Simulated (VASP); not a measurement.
# Rh (P6_3/mmc) in VASP: further runs, part 2 of 2

VASP 6.6.1. The steps go on from the part before.

## 3. Single point, PBEsol

This run uses another cell than the first one, of the same volume but with other edges.

INCAR reads:

```
SYSTEM = Rh
PREC     = Accurate       ! precision mode
ENCUT    = 520            ! plane-wave cutoff, eV
EDIFF    = 1E-6           ! SCF threshold, eV
ISMEAR   = 0              ! smearing method
SIGMA    = 0.15           ! smearing width, eV
LREAL    = .FALSE.        ! projectors in reciprocal space
LASPH    = .TRUE.         ! aspherical terms in the spheres
NELM     = 60             ! most SCF steps
ALGO     = Fast           ! electronic algorithm
ISIF     = 2              ! what is computed and relaxed
LWAVE    = .FALSE.        ! write WAVECAR
LCHARG   = .FALSE.        ! write CHGCAR
GGA      = PS             ! functional
NBANDS   = 22             ! bands
```

KPOINTS reads:

```
regular mesh
0
G
  24 24 12
  0 0 0
```

POSCAR reads:

```
Rh
1.0
    2.5022877505      0.0000000000      0.0000000000
   -1.2511438752      2.1670447595      0.0000000000
    0.0000000000      0.0000000000      5.2749434135
Rh
2
Direct
    0.6666666667      0.3333333333      0.7500000000
    0.3333333333      0.6666666667      0.2500000000
```

Potentials or basis: VASP PAW PBE potentials, release 64 (Rh_pv).

Started as:

```bash
> cat potpaw_PBE.64/Rh_pv/POTCAR > POTCAR
> mpirun -np 1 vasp_std > vasp.out
```

OUTCAR:

```text
SYSTEM = Rh
   PREC = Accurate
   ENCUT = 520
   EDIFF = 1E-6
   ISMEAR = 0
   LREAL = .FALSE.
   LASPH = .TRUE.
   NELM = 60
   ISIF = 2
   GGA = PS

 ion  position               nearest neighbor table
   1  0.667  0.333  0.750-   2 3.01   2 3.01   2 3.01   2 3.01   2 3.01   2 3.01
   2  0.333  0.667  0.250-   1 3.01   1 3.01   1 3.01   1 3.01   1 3.01   1 3.01

  LATTYP: Found a hexagonal cell.
 ALAT       =     2.5022877505
 C/A-ratio  =     2.1080482900

  Lattice vectors:

 A1 = (   2.5022877505,   0.0000000000,   0.0000000000)
 A2 = (  -1.2511438752,   2.1670447595,   0.0000000000)
 A3 = (   0.0000000000,   0.0000000000,   5.2749434135)

Analysis of symmetry for initial positions (statically):
=====================================================================
 Subroutine PRICEL returns:
 Original cell was already a primitive cell.

 Routine SETGRP: Setting up the symmetry group for a
 hexagonal supercell.

 Subroutine GETGRP returns: Found 24 space group operations
 (whereof 12 operations were pure point group operations)
 out of a pool of 24 trial point group operations.

The static configuration has the point symmetry D_3d.
 The point group associated with its full space group is D_6h.

Analysis of symmetry for dynamics (positions and initial velocities):
=====================================================================
 Subroutine PRICEL returns:
 Original cell was already a primitive cell.

 Routine SETGRP: Setting up the symmetry group for a
 hexagonal supercell.

 Subroutine GETGRP returns: Found 24 space group operations
 (whereof 12 operations were pure point group operations)
 out of a pool of 24 trial point group operations.

The dynamic configuration has the point symmetry D_3d.
 The point group associated with its full space group is D_6h.

 Subroutine INISYM returns: Found 24 space group operations
 (whereof 12 operations are pure point group operations),
 and found     1 'primitive' translations

----------------------------------------------------------------------------------------

[... 112 lines left out ...]
     AMIX_MAG =   1.60;   BMIX_MAG =  1.00
  volume/ion in A,a.u.               =      14.30        96.51
  Fermi-wavevector in a.u.,A,eV,Ry     =   1.663314  3.143208 37.642066  2.766614
  Thomas-Fermi vector in A             =   2.750053
   LORBIT       =      0    0 simple, 1 ext, 2 COOP (PROOUT), +10 PAW based schemes
   GGA     = PS    functional components
   LHFCALC =     F    Hartree Fock is set to
   AEXX    =    0.0000 exact exchange contribution
   IVDW    =     0    specifies the selected vdW correction
   LEPSILON=     F    determine dielectric tensor
   LRPA    =     F    only Hartree local field effects (RPA)
 non-spin polarized calculation
 RMM-DIIS sequential band-by-band and
 Gauss-broadening in eV      SIGMA  =   0.15
  energy-cutoff  :      520.00
  volume of cell :       28.60
 maximum number of plane-waves:       787
 NGX is ok and might be reduce to    20

 number of electron      29.9999992 magnetization

 Free energy of the ion-electron system (eV)
  ---------------------------------------------------
  ext. energy  EPLUGINS =         0.00000000
  ---------------------------------------------------
  free energy    TOTEN  =       -15.06006172 eV

  energy without entropy =      -15.01978456  energy(sigma->0) =      -15.03992314

 E-fermi :  10.9996     XC(G=0): -13.8835

 val. band max:       10.9993601834   @ k =   0.2500   0.0833   0.0833
 cond. band min:      11.0003402735   @ k =   0.1667   0.1667   0.0833
 fundamental gap:      0.0009800901
 Fermi energy:        10.9995735119

 k-point     1 :       0.0000    0.0000    0.0000
  band No.  band energies     occupation
      1     -35.4861      2.00000
      2     -35.2160      2.00000
      3     -35.0905      2.00000
      4     -35.0905      2.00000
      5     -35.0747      2.00000
      6     -35.0747      2.00000
[... 589 lines left out ...]
     21      23.8656      0.00000
     22      24.7007      0.00000

 [... further k-points ...]

------------------------ aborting loop because EDIFF is reached ----------------------------------------

  FORCE on cell =-STRESS in cart. coord.  units (eV):
  Direction    XX          YY          ZZ          XY          YZ          ZX
  --------------------------------------------------------------------------------------
  -------------------------------------------------------------------------------------
  Total        5.6448590      5.6448590     -6.8514985      0.0000000     -0.0000000      0.0000000
  in kB      316.1846219    316.1846219   -383.7719338      0.0000000     -0.0000000      0.0000000
  external PRESSURE =      82.8657700 kB  Pullay stress =       0.0000000 kB

 VOLUME and BASIS-vectors are now :
 -----------------------------------------------------------------------------
  energy-cutoff  :      520.00
  volume of cell :       28.60
      direct lattice vectors                 reciprocal lattice vectors
     2.502287750  0.000000000  0.000000000     0.399634295  0.230728968  0.000000000
    -1.251143875  2.167044759  0.000000000     0.000000000  0.461457935  0.000000000
     0.000000000  0.000000000  5.274943413     0.000000000  0.000000000  0.189575493

 POSITION                                       TOTAL-FORCE (eV/Angst)
 -----------------------------------------------------------------------------------
      1.25114      0.72235      3.95621        -0.000000     -0.000000      0.000000
     -0.00000      1.44470      1.31874         0.000000      0.000000      0.000000
 -----------------------------------------------------------------------------------
    total drift:                               -0.000000      0.000000     -0.000000

  FREE ENERGIE OF THE ION-ELECTRON SYSTEM (eV)
  ---------------------------------------------------
  free  energy   TOTEN  =       -15.0600617165 eV

  energy  without entropy=      -15.0197845639  energy(sigma->0) =      -15.03992314
```

stdout:

```text
POSCAR found type information on POSCAR Rh
 POSCAR found :  1 types and       2 ions
 scaLAPACK will be used
 -----------------------------------------------------------------------------
|                                                                             |
|                                                                             |
|     You enforced a specific xc type in the INCAR file but a different       |
|     I HOPE YOU KNOW WHAT YOU ARE DOING!                                     |
|                                                                             |
 -----------------------------------------------------------------------------

 LDA part: xc-table for (Slater+PW92), standard interpolation
 POSCAR, INCAR and KPOINTS ok, starting setup
 FFT: planning ... GRIDC
 FFT: planning ... GRID_SOFT
 FFT: planning ... GRID
 WAVECAR not read
 entering main loop
```

It took 3.3 min on 1 thread of Intel Xeon 6975P-C (Granite Rapids), shared host; peak memory 0.3 GiB.

Results:

```
Free energy            : -15.0601 eV
Pressure               : 8.3 GPa
Band gap on the k mesh : zero (band 15 reaches 12.83 eV, above the bottom of band 16 at 10.21 eV)
```

Stress tensor (GPa, compression positive):
```
 31.62   0.00   0.00
  0.00  31.62   0.00
  0.00   0.00 -38.38
```

Caveat: the PAW data sets were made with another functional, which shifts forces and pressure a little.
